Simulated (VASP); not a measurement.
# Os3C (Pm-3m) in VASP: notebook, part 2 of 2

VASP 6.6.1.

## 3. Single point, r2SCAN

This run uses another cell than the first one, of 13.03 Å³/atom.

Contents of POSCAR:

```
Os3C
1.0
    3.7353448895      0.0000000000      0.0000000000
    0.0000000000      3.7353448895      0.0000000000
    0.0000000000      0.0000000000      3.7353448895
Os C
3 1
Direct
    0.0000000000      0.5000000000      0.5000000000
    0.5000000000      0.0000000000      0.5000000000
    0.5000000000      0.5000000000      0.0000000000
    0.0000000000      0.0000000000      0.0000000000
```

Contents of INCAR.step1:

```
PREC     = Accurate       # precision mode
ENCUT    = 520            # plane-wave cutoff, eV
ISMEAR   = 0              # smearing method
SIGMA    = 0.1            # smearing width, eV
LREAL    = F              # projectors in reciprocal space
LASPH    = T              # aspherical terms in the spheres
NELM     = 100            # most SCF steps
NBANDS   = 22             # bands
GGA      = PE             # functional
ALGO     = Normal         # electronic algorithm
EDIFF    = 1E-4           # SCF threshold, eV
LWAVE    = T              # write WAVECAR
LCHARG   = F              # write CHGCAR
```

Contents of INCAR.step2:

```
PREC     = Accurate       # precision mode
ENCUT    = 520            # plane-wave cutoff, eV
EDIFF    = 1E-7           # SCF threshold, eV
ISMEAR   = 0              # smearing method
SIGMA    = 0.1            # smearing width, eV
LREAL    = F              # projectors in reciprocal space
LASPH    = T              # aspherical terms in the spheres
NELM     = 100            # most SCF steps
ALGO     = Normal         # electronic algorithm
ISIF     = 2              # what is computed and relaxed
LWAVE    = F              # write WAVECAR
LCHARG   = F              # write CHGCAR
METAGGA  = R2SCAN         # meta-GGA
LMIXTAU  = T            
NBANDS   = 22             # bands
ISTART   = 1
```

Contents of KPOINTS:

```
Automatic mesh
0
Gamma
  6 6 6
```

Potentials or basis: VASP PAW PBE potentials, release 64 (Os, C).

Run with:

```console
cat potpaw_PBE.64/Os/POTCAR potpaw_PBE.64/C/POTCAR > POTCAR
cp INCAR.step1 INCAR
mpirun -np 1 vasp_std > vasp.out
cp INCAR.step2 INCAR
mpirun -np 1 vasp_std > vasp.out
```

OUTCAR:

```text
PREC = Accurate
   ENCUT = 520
   EDIFF = 1E-7
   ISMEAR = 0
   LREAL = F
   LASPH = T
   NELM = 100
   ISIF = 2
   METAGGA = R2SCAN
   ISTART = 1

 ion  position               nearest neighbor table
   1  0.000  0.500  0.500-   2 2.64   3 2.64   4 2.64   3 2.64   4 2.64   2 2.64   4 2.64   4 2.64
                             2 2.64   3 2.64   3 2.64   2 2.64
   2  0.500  0.000  0.500-   1 2.64   3 2.64   4 2.64   3 2.64   4 2.64   1 2.64   3 2.64   3 2.64
                             1 2.64   4 2.64   4 2.64   1 2.64
   3  0.500  0.500  0.000-   1 2.64   2 2.64   4 2.64   1 2.64   2 2.64   2 2.64   4 2.64   2 2.64
                             1 2.64   4 2.64   1 2.64   4 2.64
   4  0.000  0.000  0.000-   1 2.64   2 2.64   3 2.64   1 2.64   2 2.64   1 2.64   3 2.64   1 2.64
                             2 2.64   3 2.64   2 2.64   3 2.64

  LATTYP: Found a simple cubic cell.
 ALAT       =     3.7353448895

  Lattice vectors:

 A1 = (   3.7353448895,   0.0000000000,   0.0000000000)
 A2 = (   0.0000000000,   3.7353448895,   0.0000000000)
 A3 = (   0.0000000000,   0.0000000000,   3.7353448895)

Analysis of symmetry for initial positions (statically):
[... 173 lines left out ...]
 E-fermi :   8.3964     XC(G=0): -14.6427

 val. band max:        8.3950581591   @ k =   0.5000   0.3333   0.3333
 cond. band min:       8.4446214004   @ k =   0.5000   0.3333   0.0000
 fundamental gap:      0.0495632413
 Fermi energy:         8.3963882038

 k-point     1 :       0.0000    0.0000    0.0000
  band No.  band energies     occupation
      1      -5.4494      2.00000
      2      -0.9668      2.00000
      3       2.0475      2.00000
      4       2.0475      2.00000
      5       2.0475      2.00000
      6       2.4093      2.00000
[... 489 lines left out ...]
     21      17.2086      0.00000
     22      17.2206      0.00000

------------------------ aborting loop because EDIFF is reached ----------------------------------------

  FORCE on cell =-STRESS in cart. coord.  units (eV):
  Direction    XX          YY          ZZ          XY          YZ          ZX
  --------------------------------------------------------------------------------------
  -------------------------------------------------------------------------------------
  Total        0.4846997      0.4846997      0.4846997      0.0000000     -0.0000000      0.0000000
  in kB       14.9001707     14.9001707     14.9001707      0.0000000     -0.0000000      0.0000000
  external PRESSURE =      14.9001707 kB  Pullay stress =       0.0000000 kB

 VOLUME and BASIS-vectors are now :
 -----------------------------------------------------------------------------
  energy-cutoff  :      520.00
  volume of cell :       52.12
      direct lattice vectors                 reciprocal lattice vectors
     3.735344889  0.000000000  0.000000000     0.267712897  0.000000000  0.000000000
     0.000000000  3.735344889  0.000000000     0.000000000  0.267712897  0.000000000
     0.000000000  0.000000000  3.735344889     0.000000000  0.000000000  0.267712897

 POSITION                                       TOTAL-FORCE (eV/Angst)
 -----------------------------------------------------------------------------------
      0.00000      1.86767      1.86767         0.000000      0.000000      0.000000
      1.86767      0.00000      1.86767         0.000000      0.000000      0.000000
      1.86767      1.86767      0.00000         0.000000      0.000000      0.000000
      0.00000      0.00000      0.00000         0.000000      0.000000      0.000000
 -----------------------------------------------------------------------------------
    total drift:                                0.000000      0.000000      0.000000

  FREE ENERGIE OF THE ION-ELECTRON SYSTEM (eV)
  ---------------------------------------------------
  free  energy   TOTEN  =      -160.9125733646 eV

  energy  without entropy=     -160.8852360087  energy(sigma->0) =     -160.89890469
```

Run time: 45 s. Hardware: 1 thread of Intel Xeon 6975P-C (Granite Rapids), shared host; peak memory 0.17 GiB.

What came out:

| Property | Result |
| --- | --- |
| Free energy | -160.9126 eV |
| Pressure | 1.5 GPa |
| Band gap on the k mesh | zero (bands 14 and 15 overlap by 0.64 eV) |

Levels at points of the mesh, in eV from the Fermi level:
```csv
k point,band 12,band 13,band 14,band 15,band 16,band 17
"(0.00, 0.00, 0.00)",-0.77,-0.77,-0.77,1.34,1.34,2.98
"(0.50, 0.00, 0.00)",-1.70,-1.15,-1.15,-0.35,-0.09,1.57
"(0.50, 0.50, 0.00)",-1.53,-1.36,-0.90,-0.42,-0.06,0.62
"(0.50, 0.50, 0.50)",-1.17,-1.17,-1.11,-0.05,0.32,0.32
```

Caveat: the PAW data sets were made with another functional, which shifts forces and pressure a little; spin-orbit coupling is left out, which moves the levels of the heavy elements.

## 4. Single point, r2SCAN

This run uses another cell than the first one, of 13.02 Å³/atom.

Contents of POSCAR:

```
Os3C
1.0
    3.7345967553      0.0000000000      0.0000000000
    0.0000000000      3.7345967553      0.0000000000
    0.0000000000      0.0000000000      3.7345967553
Os C
3 1
Direct
    0.0000000000      0.5000000000      0.5000000000
    0.5000000000      0.0000000000      0.5000000000
    0.5000000000      0.5000000000      0.0000000000
    0.0000000000      0.0000000000      0.0000000000
```

Contents of INCAR.step1:

```
SYSTEM = Os3C
  PREC = Accurate
  ENCUT = 520
  ISMEAR = 0
  SIGMA = 0.1
  LREAL = .False.
  LASPH = .True.
  NELM = 80
  NBANDS = 22
  GGA = PE
  ALGO = Normal
  EDIFF = 1E-4
  LWAVE = .True.
  LCHARG = .False.
```

Contents of INCAR.step2:

```
SYSTEM = Os3C
  PREC = Accurate
  ENCUT = 520
  EDIFF = 1E-6
  ISMEAR = 0
  SIGMA = 0.1
  LREAL = .False.
  LASPH = .True.
  NELM = 80
  ALGO = Normal
  ISIF = 2
  LWAVE = .False.
  LCHARG = .False.
  METAGGA = R2SCAN
  LMIXTAU = .True.
  NBANDS = 22
  ISTART = 1
```

Contents of KPOINTS:

```
regular mesh
0
Gamma
  12 12 12
  0 0 0
```

Run with:

```console
cat potpaw_PBE.64/Os/POTCAR potpaw_PBE.64/C/POTCAR > POTCAR
cp INCAR.step1 INCAR
mpirun -np 1 vasp_std > vasp.out
cp INCAR.step2 INCAR
mpirun -np 1 vasp_std > vasp.out
```

Wall time 2.3 min (1 thread of Intel Xeon 6975P-C (Granite Rapids), shared host); peak memory 0.22 GiB.

The run converged. Its results:

```yaml
Free_energy: -160.9542 eV
Pressure: 1.4 GPa
Band_gap_on_the_k_mesh: zero (bands 14 and 15 overlap by 1.09 eV)
```

Levels at points of the mesh, in eV from the Fermi level:
| k point | band 12 | band 13 | band 14 | band 15 | band 16 | band 17 |
| --- | --- | --- | --- | --- | --- | --- |
| (0.00, 0.00, 0.00) | -0.77 | -0.77 | -0.77 | 1.35 | 1.35 | 2.99 |
| (0.50, 0.00, 0.00) | -1.69 | -1.14 | -1.14 | -0.35 | -0.07 | 1.58 |
| (0.50, 0.50, 0.00) | -1.53 | -1.36 | -0.89 | -0.41 | -0.05 | 0.63 |
| (0.50, 0.50, 0.50) | -1.16 | -1.16 | -1.10 | -0.01 | 0.33 | 0.33 |

Caveat: the PAW data sets were made with another functional, which shifts forces and pressure a little; spin-orbit coupling is left out, which moves the levels of the heavy elements.

## 5. Relaxation of cell and atoms, r2SCAN

Contents of POSCAR:

```
Os3C
1.0
    3.5942122906      0.0000000000      0.0000000000
    0.0000000000      3.5942122906      0.0000000000
    0.0000000000      0.0000000000      3.5942122906
Os C
3 1
Direct
    0.0000000000      0.5000000000      0.5000000000
    0.5000000000      0.0000000000      0.5000000000
    0.5000000000      0.5000000000      0.0000000000
    0.0000000000      0.0000000000      0.0000000000
```

Contents of INCAR.step1:

```
PREC     = Accurate       # precision mode
ENCUT    = 600            # plane-wave cutoff, eV
ISMEAR   = 0              # smearing method
SIGMA    = 0.1            # smearing width, eV
LREAL    = F              # projectors in reciprocal space
LASPH    = T              # aspherical terms in the spheres
NELM     = 60             # most SCF steps
GGA      = PE             # functional
ALGO     = Normal         # electronic algorithm
EDIFF    = 1E-4           # SCF threshold, eV
LWAVE    = T              # write WAVECAR
LCHARG   = F              # write CHGCAR
```

Contents of INCAR.step2:

```
PREC     = Accurate       # precision mode
ENCUT    = 600            # plane-wave cutoff, eV
EDIFF    = 1E-6           # SCF threshold, eV
ISMEAR   = 0              # smearing method
SIGMA    = 0.1            # smearing width, eV
LREAL    = F              # projectors in reciprocal space
LASPH    = T              # aspherical terms in the spheres
NELM     = 60             # most SCF steps
ALGO     = Normal         # electronic algorithm
ISIF     = 3              # what is computed and relaxed
LWAVE    = F              # write WAVECAR
LCHARG   = F              # write CHGCAR
METAGGA  = R2SCAN         # meta-GGA
LMIXTAU  = T            
IBRION   = 2              # ionic algorithm
NSW      = 90             # ionic steps
EDIFFG   = -0.04          # ionic threshold
ISTART   = 1
```

Contents of KPOINTS:

```
Automatic mesh
0
Gamma
  6 6 6
```

Run with:

```console
cat potpaw_PBE.64/Os/POTCAR potpaw_PBE.64/C/POTCAR > POTCAR
cp INCAR.step1 INCAR
mpirun -np 1 vasp_std > vasp.out
cp INCAR.step2 INCAR
mpirun -np 1 vasp_std > vasp.out
```

It took 3 min on 1 thread of Intel Xeon 6975P-C (Granite Rapids), shared host; peak memory 0.19 GiB.

Results (log left out):

```
Free energy                           : -160.9109 eV
Relaxed volume                        : 13.09 Å³/atom
Relaxed cell                          : a = 3.741 Å, b = 3.741 Å, c = 3.741 Å, α = 90.00°, β = 90.00°, γ = 90.00°
Space group after relaxing (to 0.1 Å) : Pm-3m (No. 221)
Pressure after relaxing               : 0.0 GPa
Band gap on the k mesh                : zero (bands 14 and 15 overlap by 0.64 eV)
```

Final structure:
```
Os C
1.0
     3.74115    0.00000    0.00000
     0.00000    3.74115    0.00000
     0.00000    0.00000    3.74115
Os C
3 1
Direct
  0.00000 0.50000 0.50000
  0.50000 0.00000 0.50000
  0.50000 0.50000 0.00000
  0.00000 0.00000 0.00000
```

Levels at points of the mesh, in eV from the Fermi level:
```tsv
k point	band 12	band 13	band 14	band 15	band 16	band 17
(0.00, 0.00, 0.00)	-0.76	-0.76	-0.76	1.33	1.33	2.96
(0.50, 0.00, 0.00)	-1.69	-1.14	-1.14	-0.35	-0.10	1.56
(0.50, 0.50, 0.00)	-1.52	-1.35	-0.89	-0.42	-0.06	0.62
(0.50, 0.50, 0.50)	-1.16	-1.16	-1.12	-0.05	0.32	0.32
```

Caveat: the PAW data sets were made with another functional, which shifts forces and pressure a little; spin-orbit coupling is left out, which moves the levels of the heavy elements.

## 6. The runs side by side

```tsv
task	cell	k mesh	cutoff (eV)	gap on the mesh (eV)	pressure (GPa)
single point	a = 3.594 Å, 4 atoms	6 × 6 × 6	520	none	51.0
single point	a = 3.735 Å, 4 atoms	6 × 6 × 6	520	none	1.5
single point	a = 3.735 Å, 4 atoms	12 × 12 × 12	520	none	1.4
relaxation of cell and atoms	relaxed from a = 3.594 Å, 4 atoms	6 × 6 × 6	600	none	0.0
```

Alike in all rows: level r2SCAN; potentials or basis VASP PAW PBE potentials, release 64 (Os, C); no spin polarisation; smearing gaussian 0.1 eV.

Caveats: the PAW data sets were made with another functional, which shifts forces and pressure a little; spin-orbit coupling is left out, which moves the levels of the heavy elements; the cell stands under pressure (at least some runs).

Total energies depend on the potentials used, so only differences within one code and one set of settings carry meaning.

The gap in the log of VASP goes by the Fermi energy; the results here count the filled bands.